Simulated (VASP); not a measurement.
Write the native input for VASP 6.6.1 that does the following.

* Task: single point
* Functional: PBEsol
* Potentials or basis: VASP PAW PBE potentials, release 64 (Ti_sv, O)
* Cutoff: 520 eV
* k mesh: 18 × 18 × 16
* Occupations: gaussian, width 0.15 eV
* Spin: no spin polarisation
* Dipole correction: no
* Further INCAR settings: ALGO = Normal; EDIFF = 1e-06; NBANDS = 16

The structure of TiO lies in POSCAR:

```
TiO
1.0
    2.9280000000      0.0000000000      0.0000000000
   -1.4640000000      2.5357223823      0.0000000000
    0.0000000000      0.0000000000      2.5703000000
Ti O
1 1
Direct
    0.6666666667      0.3333333333      0.0000000000
    0.0000000000      0.0000000000      0.5000000000
```

The input as run:

INCAR

```
SYSTEM = TiO
  PREC = Accurate
  ENCUT = 520
  EDIFF = 1E-6
  ISMEAR = 0
  SIGMA = 0.15
  LREAL = .FALSE.
  LASPH = .TRUE.
  NELM = 80
  ALGO = Normal
  ISIF = 2
  LWAVE = .FALSE.
  LCHARG = .FALSE.
  GGA = PS
  NBANDS = 16
```

KPOINTS

```
regular mesh
0
G
  18 18 16
  0 0 0
```

Potentials or basis: VASP PAW PBE potentials, release 64 (Ti_sv, O).

Command:

```bash
$ cat potpaw_PBE.64/Ti_sv/POTCAR potpaw_PBE.64/O/POTCAR > POTCAR
$ mpirun -np 1 vasp_std > vasp.out
```

It gave:

```yaml
Pressure: 2.3 GPa
Band_gap_on_the_k_mesh: zero (band 9 reaches 11.60 eV, above the bottom of band 10 at 11.06 eV)
```

Caveat: the PAW data sets were made with another functional, which shifts forces and pressure a little; semilocal functionals often make such compounds metallic where correlation or magnetic order opens a gap, which also shifts bond lengths.

Run time: 3.4 min on 1 thread of AMD EPYC 7R13, with other jobs on the host, peak memory 0.18 GiB.
